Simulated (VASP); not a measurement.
# Cu5O in VASP: single point with PBEsol

Aim: the single point of Cu5O with PBEsol.

Everything below comes from runs of VASP 6.6.1. Logs are shortened: lines on timing, memory, paths and dates and some standing lists are left out, and cuts for length are marked.

**1. The cell of the first run**

The cell holds a slab with vacuum, 6 atoms: a = 2.520 Å, b = 2.520 Å, c = 26.127 Å, α = 90.00°, β = 90.00°, γ = 90.00°.

**2. Single point, PBEsol**

The input, INCAR:

```
ALGO = Normal ; DIPOL = 0.5 0.5 0.493
EDIFF = 1E-6 ; ENCUT = 610
GGA = PS ; GGA_COMPAT = False
IDIPOL = 3 ; ISIF = 2
ISMEAR = 0 ; LASPH = True
LCHARG = False ; LDIPOL = True
LREAL = False ; LWAVE = False
NBANDS = 60 ; NELM = 120
NELMDL = -8 ; PREC = Accurate
SIGMA = 0.1
```

The input, KPOINTS:

```
k-points
0
Gamma
  11 11 1
```

The input, POSCAR:

```
Cu5O
1.0
    2.5196845177      0.0000000000      0.0000000000
    0.0000000000      2.5196845177      0.0000000000
    0.0000000000      0.0000000000     26.1267440356
Cu O
5 1
Direct
    0.5000000000      0.5000000000      0.3253371330
    0.0000000000      0.0000000000      0.3935310881
    0.5000000000      0.5000000000      0.4618701367
    0.0000000000      0.0000000000      0.5304809931
    0.5000000000      0.5000000000      0.6006026213
    0.0000000000      0.5000000000      0.6486821702
```

Potentials or basis: VASP PAW PBE potentials, release 64 (Cu_sv_GW, O).

Started as:

```console
cat potpaw_PBE.64/Cu_sv_GW/POTCAR potpaw_PBE.64/O/POTCAR > POTCAR
mpirun -np 1 vasp_std > vasp.out
```

OUTCAR:

```text
EDIFF = 1E-6
   ENCUT = 610
   GGA = PS
   ISIF = 2
   ISMEAR = 0
   LASPH = True
   LREAL = False
   NELM = 120
   NELMDL = -8
   PREC = Accurate

 ion  position               nearest neighbor table
   1  0.500  0.500  0.325-   2 2.52   2 2.52   2 2.52   2 2.52
   2  0.000  0.000  0.394-   1 2.52   1 2.52   1 2.52   1 2.52   3 2.52   3 2.52   3 2.52   3 2.52

   3  0.500  0.500  0.462-   2 2.52   2 2.52   2 2.52   2 2.52   4 2.53   4 2.53   4 2.53   4 2.53

   4  0.000  0.000  0.530-   3 2.53   3 2.53   3 2.53   3 2.53   5 2.56   5 2.56   5 2.56   5 2.56

   5  0.500  0.500  0.601-   6 1.78   6 1.78   4 2.56   4 2.56   4 2.56   4 2.56
   6  0.000  0.500  0.649-   5 1.78   5 1.78

  LATTYP: Found a simple tetragonal cell.
 ALAT       =     2.5196845177
 C/A-ratio  =    10.3690536859

  Lattice vectors:

 A1 = (   2.5196845177,   0.0000000000,   0.0000000000)
 A2 = (   0.0000000000,   2.5196845177,   0.0000000000)
 A3 = (   0.0000000000,   0.0000000000,  26.1267440356)

Analysis of symmetry for initial positions (statically):
=====================================================================
 Subroutine PRICEL returns:
 Original cell was already a primitive cell.

 Routine SETGRP: Setting up the symmetry group for a
 simple tetragonal supercell.

 Subroutine GETGRP returns: Found  4 space group operations
 (whereof  4 operations were pure point group operations)
 out of a pool of 16 trial point group operations.

The static configuration has the point symmetry C_2v.

Analysis of symmetry for dynamics (positions and initial velocities):
=====================================================================
 Subroutine PRICEL returns:
 Original cell was already a primitive cell.

 Routine SETGRP: Setting up the symmetry group for a
 simple tetragonal supercell.

 Subroutine GETGRP returns: Found  4 space group operations
 (whereof  4 operations were pure point group operations)
 out of a pool of 16 trial point group operations.

The dynamic configuration has the point symmetry C_2v.

 Subroutine INISYM returns: Found  4 space group operations
 (whereof  4 operations are pure point group operations),
 and found     1 'primitive' translations

----------------------------------------------------------------------------------------

                                     Primitive cell

  volume of cell :     165.8737

  direct lattice vectors                    reciprocal lattice vectors
     2.519684518  0.000000000  0.000000000     0.396875082  0.000000000  0.000000000
     0.000000000  2.519684518  0.000000000     0.000000000  0.396875082  0.000000000
     0.000000000  0.000000000 26.126744036     0.000000000  0.000000000  0.038274957

  length of vectors
     2.519684518  2.519684518 26.126744036     0.396875082  0.396875082  0.038274957

  position of ions in fractional coordinates (direct lattice)
     0.500000000  0.500000000  0.325337133
     0.000000000  0.000000000  0.393531088
     0.500000000  0.500000000  0.461870137
     0.000000000  0.000000000  0.530480993
     0.500000000  0.500000000  0.600602621
     0.000000000  0.500000000  0.648682170

  ion indices of the primitive-cell ions
   primitive index   ion index
                 1           1
                 2           2
                 3           3
                 4           4
                 5           5
                 6           6

----------------------------------------------------------------------------------------

 KPOINTS: k-points

Automatic generation of k-mesh.
 Grid dimensions read from file:
 generate k-points for:   11   11    1

 Generating k-lattice:

  Cartesian coordinates                     Fractional coordinates (reciprocal lattice)
     0.036079553  0.000000000  0.000000000     0.090909091  0.000000000  0.000000000
     0.000000000  0.036079553  0.000000000     0.000000000  0.090909091  0.000000000
     0.000000000  0.000000000  0.038274957     0.000000000  0.000000000  1.000000000

  Length of vectors
     0.036079553  0.036079553  0.038274957

  Shift w.r.t. Gamma in fractional coordinates (k-lattice)
     0.000000000  0.000000000  0.000000000

 Subroutine IBZKPT returns following result:
 ===========================================

 Found     36 irreducible k-points:

 Following reciprocal coordinates:
            Coordinates               Weight
  0.000000  0.000000  0.000000      1.000000
  0.090909  0.000000  0.000000      2.000000
  0.000000  0.090909  0.000000      2.000000
  0.181818  0.000000  0.000000      2.000000
  0.000000  0.181818  0.000000      2.000000
  0.272727  0.000000  0.000000      2.000000
[... 16 lines left out ...]
 -0.181818  0.272727  0.000000      4.000000
  0.363636  0.181818  0.000000      4.000000
 [... further k-points ...]
   k-points           NKPTS =     36   k-points in BZ     NKDIM =     36   number of bands    NBANDS=     60
   number of dos      NEDOS =    301   number of ions     NIONS =      6
   total plane-waves  NPLWV =  84000
   dimension x,y,z NGX =    20 NGY =   20 NGZ =  210
   dimension x,y,z NGXF=    40 NGYF=   40 NGZF=  420
   ions per type =               5   1
   NGX,Y,Z   is equivalent  to a cutoff of  13.20, 13.20, 13.36 a.u.
   NGXF,Y,Z  is equivalent  to a cutoff of  26.39, 26.39, 26.72 a.u.
 SYSTEM =  unknown system
   PREC   = accura    normal or accurate (medium, high low for compatibility)
   ISTART =      0    job   : 0-new  1-cont  2-samecut
   ICHARG =      2    charge: 1-file 2-atom 10-const
   ISPIN  =      1    spin polarized calculation?
   LNONCOLLINEAR =      F non collinear calculations
   LSORBIT =      F    spin-orbit coupling
   LASPH  =      T    aspherical Exc in radial PAW
   ENCUT  =  610.0 eV  44.83 Ry    6.70 a.u.   5.07  5.07 52.61*2*pi/ulx,y,z
   NELM   =    120;   NELMIN=  2; NELMDL= -8     # of ELM steps
   EDIFF  = 0.1E-05   stopping-criterion for ELM
   LREAL  =      F    real-space projection
   EDIFFG = 0.1E-04   stopping-criterion for IOM
   NSW    =      0    number of steps for IOM
   IBRION =     -1    ionic relax: 0-MD 1-quasi-New 2-CG
   NFREE  =      0    steps in history (QN), initial steepest desc. (CG)
   ISIF   =      2    stress and relaxation
   ISYM   =      2    0-nonsym 1-usesym 2-fastsym
   POTIM  = 0.5000    time-step for ionic-motion
   TEBEG  =    0.0;   TEEND  =   0.0 temperature during run
   PSTRESS=    0.0 pullay stress
   NELECT =     101.0000    total number of electrons
   NUPDOWN=      -1.0000    fix difference up-down
   EMIN   =  10.00;   EMAX   =-10.00  energy-range for DOS
   EFERMI =   0.00;   METHOD = LEGACY
   ISMEAR =     0;   SIGMA  =   0.10  broadening in eV -4-tet -1-fermi 0-gaus
   EFERMI_NEDOS =   21; number of points for ismear=-14 and -15
   IALGO  =     38    algorithm
   IMIX   =      4    mixing-type and parameters
     AMIX     =   0.40;   BMIX     =  1.00
     AMIX_MAG =   1.60;   BMIX_MAG =  1.00
  volume/ion in A,a.u.               =      27.65       186.56
  Fermi-wavevector in a.u.,A,eV,Ry     =   1.387574  2.622134 26.196126  1.925361
  Thomas-Fermi vector in A             =   2.511782
   LORBIT       =      0    0 simple, 1 ext, 2 COOP (PROOUT), +10 PAW based schemes
   GGA     = PS    functional components
   LHFCALC =     F    Hartree Fock is set to
   AEXX    =    0.0000 exact exchange contribution
   IVDW    =     0    specifies the selected vdW correction
   LEPSILON=     F    determine dielectric tensor
   LRPA    =     F    only Hartree local field effects (RPA)
 non-spin polarized calculation
 Gauss-broadening in eV      SIGMA  =   0.10
  energy-cutoff  :      610.00
  volume of cell :      165.87
 maximum number of plane-waves:      5711
   NGX = 11   NGY = 11   NGZ =105

 dipolmoment           0.000000      0.000000     -0.103315 electrons x Angstroem

 number of electron     101.0000034 magnetization

 dipolmoment           0.000000      0.000000      0.124154 electrons x Angstroem

 Free energy of the ion-electron system (eV)
  ---------------------------------------------------
  ext. energy  EPLUGINS =         0.00000000
  ---------------------------------------------------
  free energy    TOTEN  =       -25.78323244 eV

  energy without entropy =      -25.77139471  energy(sigma->0) =      -25.77731357

 E-fermi :  -1.1502     XC(G=0):  -5.9151

 val. band max:       -1.1697027874   @ k =   0.4545   0.2727   0.0000
 cond. band min:      -1.1329953957   @ k =   0.0000   0.0000   0.0000
 fundamental gap:      0.0367073917
 Fermi energy:        -1.1502433181

 k-point     1 :       0.0000    0.0000    0.0000
  band No.  band energies     occupation
      1    -114.3241      2.00000
      2    -113.5167      2.00000
      3    -113.5099      2.00000
      4    -113.5002      2.00000
      5    -113.0181      2.00000
      6     -71.9867      2.00000
[... 52 lines left out ...]
     59       7.2616      0.00000
     60       8.0291      0.00000

 k-point     2 :       0.0909    0.0000    0.0000
  band No.  band energies     occupation
      1    -114.3236      2.00000
      2    -113.5158      2.00000
      3    -113.5095      2.00000
      4    -113.5002      2.00000
      5    -113.0177      2.00000
      6     -71.9879      2.00000
[... 52 lines left out ...]
     59       7.4444      0.00000
     60       8.2159      0.00000

 k-point     3 :       0.0000    0.0909    0.0000
  band No.  band energies     occupation
      1    -114.3237      2.00000
      2    -113.5158      2.00000
      3    -113.5095      2.00000
      4    -113.5002      2.00000
      5    -113.0177      2.00000
      6     -71.9861      2.00000
[... 1312 lines left out ...]
     59       7.7227      0.00000
     60       8.5854      0.00000

 k-point    24 :       0.3636    0.1818    0.0000
  band No.  band energies     occupation
      1    -114.3178      2.00000
      2    -113.5069      2.00000
      3    -113.5029      2.00000
      4    -113.4986      2.00000
      5    -113.0120      2.00000
      6     -72.0398      2.00000
[... 52 lines left out ...]
     59       7.8641      0.00000
     60       8.3369      0.00000

 [... further k-points ...]

------------------------ aborting loop because EDIFF is reached ----------------------------------------

 vacuum level on the upper side and lower side of the slab       (xc-potential included)         1.468        -2.001

  FORCE on cell =-STRESS in cart. coord.  units (eV):
  Direction    XX          YY          ZZ          XY          YZ          ZX
  --------------------------------------------------------------------------------------
  -------------------------------------------------------------------------------------
  Total       -0.4713767     -1.3892702     -1.7563665      0.0000000      0.0000000      0.0000000
  in kB       -4.5530362    -13.4189850    -16.9647753      0.0000000      0.0000000      0.0000000
  external PRESSURE =     -11.6455988 kB  Pullay stress =       0.0000000 kB

 VOLUME and BASIS-vectors are now :
 -----------------------------------------------------------------------------
  energy-cutoff  :      610.00
  volume of cell :      165.87
      direct lattice vectors                 reciprocal lattice vectors
     2.519684518  0.000000000  0.000000000     0.396875082  0.000000000  0.000000000
     0.000000000  2.519684518  0.000000000     0.000000000  0.396875082  0.000000000
     0.000000000  0.000000000 26.126744036     0.000000000  0.000000000  0.038274957

 POSITION                                       TOTAL-FORCE (eV/Angst)
 -----------------------------------------------------------------------------------
      1.25984      1.25984      8.50000         0.000000      0.000000      0.212938
      0.00000      0.00000     10.28169         0.000000      0.000000     -0.214992
      1.25984      1.25984     12.06716         0.000000      0.000000     -0.002541
      0.00000      0.00000     13.85974         0.000000      0.000000     -0.005859
      1.25984      1.25984     15.69179         0.000000      0.000000     -0.068548
      0.00000      1.25984     16.94795         0.000000      0.000000      0.079002
 -----------------------------------------------------------------------------------
    total drift:                               -0.000000      0.000000      0.001169

  FREE ENERGIE OF THE ION-ELECTRON SYSTEM (eV)
  ---------------------------------------------------
  free  energy   TOTEN  =       -25.7832324372 eV

  energy  without entropy=      -25.7713947074  energy(sigma->0) =      -25.77731357

 vacuum level on the upper side and lower side of the slab         6.856         3.312
```

Wall time 23 min (1 thread of Intel Xeon Platinum 8375C at 2.90GHz (Ice Lake), shared host); peak memory 0.53 GiB.

Results:

```yaml
Free_energy: -25.7832 eV
Largest_force: 0.215 eV/Å
Band_gap_on_the_k_mesh: zero (an odd number of electrons rules out a gap without spin polarisation)
```

Forces in eV/Å, atoms in the order of the input:
```
Cu   0.000  0.000  0.213
Cu   0.000  0.000 -0.215
Cu   0.000  0.000 -0.003
Cu   0.000  0.000 -0.006
Cu   0.000  0.000 -0.069
O    0.000  0.000  0.079
```

Caveat: the PAW data sets were made with another functional, which shifts forces and pressure a little. With open d or f shells a metallic result of PBEsol can be an artefact of self-interaction; +U or a hybrid may open a gap.

The gap in the log of VASP goes by the Fermi energy; the results here count the filled bands.